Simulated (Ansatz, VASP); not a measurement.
# One calculation of Mg, two programs

The input INCAR:

```
SYSTEM = Mg
ALGO = Normal
EDIFF = 1E-8
ENCUT = 520
GGA = PE
ISIF = 2
ISMEAR = -1
LASPH = .TRUE.
LCHARG = .FALSE.
LEFG = .TRUE.
LREAL = .FALSE.
LWAVE = .FALSE.
NBANDS = 7
NELM = 80
PREC = Accurate
SIGMA = 0.03
```

The input KPOINTS:

```
k-points
0
G
  16 16 16
  0 0 0
```

The input POSCAR:

```
Mg
1.0
    0.0448851200      2.2666985600      2.2666985600
    2.2666985600      0.0448851200      2.2666985600
    2.2666985600      2.2666985600      0.0448851200
Mg
1
Direct
    0.0000000000      0.0000000000      0.0000000000
```

Input for Ansatz:

```yaml
crystal:
  lattice:
    - [0.04488512, 2.26669856, 2.26669856]
    - [2.26669856, 0.04488512, 2.26669856]
    - [2.26669856, 2.26669856, 0.04488512]
  atoms:
    - { symbol: Mg, position: [0.0, 0.0, 0.0] }
kpoints:
  mp_grid: { grid: [16, 16, 16] }
scf:
  occupations: { method: fermi_dirac, width: 0.03 }
hamiltonian:
  xc: pbe
  pseudopotentials: { kind: all_electron, datasets: crystal }
output:
  forces: true
  stress: true
  eigenvalues: true
  efg: { contact_densities: true }
```

Change from the starting cell: equal xy, yz and zx shear strains of +2 %, crystal datasets.

Alike in both runs: task electric field gradients; functional PBE; k mesh 16 × 16 × 16; occupations fermi-dirac, width 0.03 eV; no spin polarisation.

|  | VASP | Ansatz |
| --- | --- | --- |
| version | VASP 6.6.1 | Ansatz 0.2.0 |
| potentials or method | VASP PAW PBE potentials, release 64 (Mg), cutoff 520 eV | all-electron PAW with datasets made for the crystal, scalar-relativistic |

```tsv
	VASP	Ansatz	Ansatz less VASP
pressure (GPa)	0.8	0.9	+0.10
traceless stress, the component that is largest in VASP (GPa)	-0.36	-0.36	+0.001
size of Vzz on the site where it differs most (V/Å²)	1.5	1.4	-0.10
```

Ansatz ran all-electron here, and VASP with PAW potentials.
